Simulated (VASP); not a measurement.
A run of VASP 6.6.1 is set up as follows.

File INCAR:

```
SYSTEM = Na
ALGO = Normal ; EDIFF = 1E-6
ENCUT = 520 ; GGA = PE
ISIF = 2 ; ISMEAR = -1
LASPH = .TRUE. ; LCHARG = .FALSE.
LREAL = .FALSE. ; LWAVE = .FALSE.
NBANDS = 10 ; NELM = 100
PREC = Accurate ; SIGMA = 0.1
```

KPOINTS

```
k-points
0
G
  14 14 14
  0 0 0
```

POSCAR

```
Na
1.0
    0.0000000000      2.3572002401      2.3572002401
    2.3572002401      0.0000000000      2.3572002401
    2.3572002401      2.3572002401      0.0000000000
Na
1
Direct
    0.0000000000      0.0000000000      0.0000000000
```

Potentials or basis: VASP PAW PBE potentials, release 64 (Na_pv).

Run with:

```sh
$ cat potpaw_PBE.64/Na_pv/POTCAR > POTCAR
$ mpirun -np 1 vasp_std > vasp.out
```

Task: What does it give for the pressure?

Result: 5.0 GPa.

Task: What does it give for the band gap on the k mesh?

Result: Zero (an odd number of electrons rules out a gap without spin polarisation).

Caveat: the cell stands under pressure.
